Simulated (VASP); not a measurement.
# Lu (Pm-3m) in VASP: a series of runs

Lu is run at these levels: PBE; tasks: single point.

Program: VASP 6.6.1. These are calculated values, not measurements. Logs are shortened: lines on timing, memory, paths and dates and some standing lists are left out, and cuts for length are marked.

## (1) The cell of the first run

It takes space group Pm-3m (No. 221, cubic). Conventional cell: a = 2.609 Å, b = 2.609 Å, c = 2.609 Å, α = 90.00°, β = 90.00°, γ = 90.00°. Lu (site symmetry m-3m) has 6 Lu at 2.61 Å within 3.4 Å.

## (2) Single point, PBE

File INCAR:

```
PREC = Accurate ; ENCUT = 520
EDIFF = 1E-7 ; ISMEAR = -1
SIGMA = 0.08 ; LREAL = F
LASPH = T ; NELM = 80
ALGO = Normal ; ISIF = 2
LWAVE = F ; LCHARG = T
GGA = PE ; LELF = T
LVHAR = T ; NBANDS = 18
```

File KPOINTS:

```
regular mesh
0
Gamma
  14 14 14
```

File POSCAR:

```
Lu
1.0
    2.6093093133      0.0000000000      0.0000000000
    0.0000000000      2.6093093133      0.0000000000
    0.0000000000      0.0000000000      2.6093093133
Lu
1
Direct
    0.0000000000      0.0000000000      0.0000000000
```

Potentials or basis: VASP PAW PBE potentials, release 64 (Lu).

On the command line:

```sh
$ cat potpaw_PBE.64/Lu/POTCAR > POTCAR
$ mpirun -np 1 vasp_std > vasp.out
```

OUTCAR:

```text
PREC = Accurate
   ENCUT = 520
   EDIFF = 1E-7
   ISMEAR = -1
   LREAL = F
   LASPH = T
   NELM = 80
   ISIF = 2
   GGA = PE

 ion  position               nearest neighbor table
   1  0.000  0.000  0.000-

  LATTYP: Found a simple cubic cell.
 ALAT       =     2.6093093133

  Lattice vectors:

 A1 = (   2.6093093133,   0.0000000000,   0.0000000000)
 A2 = (   0.0000000000,   2.6093093133,   0.0000000000)
 A3 = (   0.0000000000,   0.0000000000,   2.6093093133)

Analysis of symmetry for initial positions (statically):
=====================================================================
 Subroutine PRICEL returns:
 Original cell was already a primitive cell.

 Routine SETGRP: Setting up the symmetry group for a
 simple cubic supercell.

 Subroutine GETGRP returns: Found 48 space group operations
 (whereof 48 operations were pure point group operations)
 out of a pool of 48 trial point group operations.

The static configuration has the point symmetry O_h .

Analysis of symmetry for dynamics (positions and initial velocities):
=====================================================================
 Subroutine PRICEL returns:
 Original cell was already a primitive cell.

 Routine SETGRP: Setting up the symmetry group for a
 simple cubic supercell.

 Subroutine GETGRP returns: Found 48 space group operations
 (whereof 48 operations were pure point group operations)
 out of a pool of 48 trial point group operations.

The dynamic configuration has the point symmetry O_h .

 Subroutine INISYM returns: Found 48 space group operations
 (whereof 48 operations are pure point group operations),
 and found     1 'primitive' translations

----------------------------------------------------------------------------------------

                                     Primitive cell

  volume of cell :      17.7655

  direct lattice vectors                    reciprocal lattice vectors
     2.609309313  0.000000000  0.000000000     0.383243180  0.000000000  0.000000000
     0.000000000  2.609309313  0.000000000     0.000000000  0.383243180  0.000000000
     0.000000000  0.000000000  2.609309313     0.000000000  0.000000000  0.383243180

  length of vectors
     2.609309313  2.609309313  2.609309313     0.383243180  0.383243180  0.383243180

  position of ions in fractional coordinates (direct lattice)
[... 65 lines left out ...]
   NGX,Y,Z   is equivalent  to a cutoff of  12.74, 12.74, 12.74 a.u.
   NGXF,Y,Z  is equivalent  to a cutoff of  25.49, 25.49, 25.49 a.u.
 SYSTEM =  unknown system
   PREC   = accura    normal or accurate (medium, high low for compatibility)
   ISTART =      0    job   : 0-new  1-cont  2-samecut
   ICHARG =      2    charge: 1-file 2-atom 10-const
   ISPIN  =      1    spin polarized calculation?
   LNONCOLLINEAR =      F non collinear calculations
   LSORBIT =      F    spin-orbit coupling
   LASPH  =      T    aspherical Exc in radial PAW
   ENCUT  =  520.0 eV  38.22 Ry    6.18 a.u.   4.85  4.85  4.85*2*pi/ulx,y,z
   NELM   =     80;   NELMIN=  2; NELMDL= -5     # of ELM steps
   EDIFF  = 0.1E-06   stopping-criterion for ELM
   LREAL  =      F    real-space projection
   EDIFFG = 0.1E-05   stopping-criterion for IOM
   NSW    =      0    number of steps for IOM
   IBRION =     -1    ionic relax: 0-MD 1-quasi-New 2-CG
   NFREE  =      0    steps in history (QN), initial steepest desc. (CG)
   ISIF   =      2    stress and relaxation
   ISYM   =      2    0-nonsym 1-usesym 2-fastsym
   POTIM  = 0.5000    time-step for ionic-motion
   TEBEG  =    0.0;   TEEND  =   0.0 temperature during run
   PSTRESS=    0.0 pullay stress
   NELECT =      25.0000    total number of electrons
   NUPDOWN=      -1.0000    fix difference up-down
   EMIN   =  10.00;   EMAX   =-10.00  energy-range for DOS
   EFERMI =   0.00;   METHOD = LEGACY
   ISMEAR =    -1;   SIGMA  =   0.08  broadening in eV -4-tet -1-fermi 0-gaus
   EFERMI_NEDOS =   21; number of points for ismear=-14 and -15
   IALGO  =     38    algorithm
   IMIX   =      4    mixing-type and parameters
     AMIX     =   0.40;   BMIX     =  1.00
     AMIX_MAG =   1.60;   BMIX_MAG =  1.00
  volume/ion in A,a.u.               =      17.77       119.89
  Fermi-wavevector in a.u.,A,eV,Ry     =   1.834549  3.466795 45.791350  3.365569
  Thomas-Fermi vector in A             =   2.888142
   LORBIT       =      0    0 simple, 1 ext, 2 COOP (PROOUT), +10 PAW based schemes
   GGA     = PE    functional components
   LHFCALC =     F    Hartree Fock is set to
   AEXX    =    0.0000 exact exchange contribution
   IVDW    =     0    specifies the selected vdW correction
   LEPSILON=     F    determine dielectric tensor
   LRPA    =     F    only Hartree local field effects (RPA)
 non-spin polarized calculation
  energy-cutoff  :      520.00
  volume of cell :       17.77
 maximum number of plane-waves:       500
 NGX is ok and might be reduce to    20
   NGX =  9   NGY =  9   NGZ =  9

 number of electron      24.9999986 magnetization

 Free energy of the ion-electron system (eV)
  ---------------------------------------------------
  ext. energy  EPLUGINS =         0.00000000
  ---------------------------------------------------
  free energy    TOTEN  =        -2.15147768 eV

  energy without entropy =       -2.12210131  energy(sigma->0) =       -2.13678950

 E-fermi :   4.4188     XC(G=0): -13.2808

 val. band max:        4.4072127492   @ k =   0.3571   0.2143   0.0714
 cond. band min:       4.4374528646   @ k =   0.4286   0.1429   0.0000
 fundamental gap:      0.0302401154
 Fermi energy:         4.4187814075

 k-point     1 :       0.0000    0.0000    0.0000
  band No.  band energies     occupation
      1     -51.8630      2.00000
      2     -21.1748      2.00000
      3     -21.1748      2.00000
      4     -21.1748      2.00000
      5      -2.3053      2.00000
      6      -0.6213      2.00000
[... 481 lines left out ...]
      5      -0.7999      2.00000
      6      -0.7247      2.00000
[... 10 lines left out ...]
     17      12.9810      0.00000
     18      18.2443      0.00000

 [... further k-points ...]
[... 5 lines left out ...]
  --------------------------------------------------------------------------------------
  -------------------------------------------------------------------------------------
  Total        5.8355562      5.8355562      5.8355562     -0.0000000      0.0000000     -0.0000000
  in kB      526.2791292    526.2791292    526.2791292     -0.0000000      0.0000000     -0.0000000
  external PRESSURE =     526.2791292 kB  Pullay stress =       0.0000000 kB

 VOLUME and BASIS-vectors are now :
 -----------------------------------------------------------------------------
  energy-cutoff  :      520.00
  volume of cell :       17.77
      direct lattice vectors                 reciprocal lattice vectors
     2.609309313  0.000000000  0.000000000     0.383243180  0.000000000  0.000000000
     0.000000000  2.609309313  0.000000000     0.000000000  0.383243180  0.000000000
     0.000000000  0.000000000  2.609309313     0.000000000  0.000000000  0.383243180

 POSITION                                       TOTAL-FORCE (eV/Angst)
 -----------------------------------------------------------------------------------
      0.00000      0.00000      0.00000         0.000000      0.000000      0.000000
 -----------------------------------------------------------------------------------
    total drift:                                0.000000      0.000000      0.000000

  FREE ENERGIE OF THE ION-ELECTRON SYSTEM (eV)
  ---------------------------------------------------
  free  energy   TOTEN  =        -2.1514776799 eV

  energy  without entropy=       -2.1221013118  energy(sigma->0) =       -2.13678950
```

OSZICAR:

```text
N       E                     dE             d eps       ncg     rms          rms(c)
DAV:   1     0.734009082059E+02    0.73401E+02   -0.99567E+03  5392   0.467E+03
DAV:   2     0.295731450017E+01   -0.70444E+02   -0.68324E+02  4400   0.354E+02
DAV:   3    -0.218352533972E+01   -0.51408E+01   -0.50685E+01  4618   0.734E+01
DAV:   4    -0.235791645797E+01   -0.17439E+00   -0.17346E+00  5612   0.114E+01
DAV:   5    -0.236258755267E+01   -0.46711E-02   -0.46693E-02  5014   0.167E+00    0.462E+00
DAV:   6    -0.214613613496E+01    0.21645E+00   -0.10311E+00  6690   0.307E+01    0.216E+00
DAV:   7    -0.214292767166E+01    0.32085E-02   -0.66656E-02  6628   0.366E+00    0.894E-01
DAV:   8    -0.214872992178E+01   -0.58023E-02   -0.16220E-02  6820   0.759E-01    0.374E-01
DAV:   9    -0.215146595415E+01   -0.27360E-02   -0.41762E-03  6052   0.529E-01    0.711E-02
DAV:  10    -0.215148120921E+01   -0.15255E-04   -0.41888E-04  5252   0.337E-01    0.147E-02
DAV:  11    -0.215147831465E+01    0.28946E-05   -0.34664E-05  6558   0.795E-02    0.103E-02
DAV:  12    -0.215147774887E+01    0.56578E-06   -0.26976E-06  5238   0.202E-02    0.137E-03
DAV:  13    -0.215147767988E+01    0.68989E-07   -0.12616E-07  2978   0.850E-03
   1 F= -.21514777E+01 E0= -.21367895E+01  d E =-.293764E-01
```

stdout:

```text
POSCAR found type information on POSCAR Lu
 POSCAR found :  1 types and       1 ions
 scaLAPACK will be used
 LDA part: xc-table for (Slater+PW92), standard interpolation
 POSCAR, INCAR and KPOINTS ok, starting setup
 FFT: planning ... GRIDC
 FFT: planning ... GRID_SOFT
 FFT: planning ... GRID
 WAVECAR not read
 entering main loop
```

It took 27 s on 1 thread of Intel Xeon Platinum 8259CL at 2.50GHz (Skylake/Cascade Lake), shared host; peak memory 0.16 GiB.

Results:

- Free energy: -2.1515 eV
- Pressure: 52.6 GPa

Caveat: spin-orbit coupling is left out, which moves the levels of the heavy elements.

## (3) Single point, PBE

File INCAR:

```
SYSTEM = Lu
PREC = Accurate ; ENCUT = 520
EDIFF = 1E-7 ; ISMEAR = -1
SIGMA = 0.08 ; LREAL = .False.
LASPH = .True. ; NELM = 60
ALGO = Normal ; ISIF = 2
LWAVE = .False. ; LCHARG = .True.
GGA = PE ; LELF = .True.
LVHAR = .True. ; NBANDS = 18
```

File KPOINTS:

```
Automatic mesh
0
Gamma
  14 14 14
  0 0 0
```

File POSCAR:

```
Lu
1.0
    2.6096277128      0.0000000000      0.0000000000
    0.0000000000      2.6096277128      0.0000000000
    0.0000000000      0.0000000000      2.6096277128
Lu
1
Direct
    0.0000000000      0.0000000000      0.0000000000
```

Potentials or basis: VASP PAW PBE potentials, release 64 (Lu).

On the command line:

```sh
$ cat potpaw_PBE.64/Lu/POTCAR > POTCAR
$ mpirun -np 1 vasp_std > vasp.out
```

Run time: 29 s. Hardware: 1 thread of Intel Xeon Platinum 8259CL at 2.50GHz (Skylake/Cascade Lake), shared host; peak memory 0.16 GiB.

Results (log left out):

| Item | Value |
| --- | --- |
| Free energy | -2.1536 eV |
| Pressure | 52.6 GPa |

Levels at points of the mesh, in eV from the Fermi level:
```csv
k point,band 10,band 11,band 12,band 13,band 14,band 15
"(0.00, 0.00, 0.00)",-4.91,-4.91,-4.81,-1.67,-1.67,10.67
"(0.50, 0.00, 0.00)",-4.74,-4.74,-2.41,-0.19,1.45,4.68
"(0.50, 0.50, 0.00)",-4.77,-4.72,-4.49,0.57,6.03,6.03
"(0.50, 0.50, 0.50)",-4.81,-4.81,-2.07,-2.07,-2.07,6.93
```

Caveat: spin-orbit coupling is left out, which moves the levels of the heavy elements.
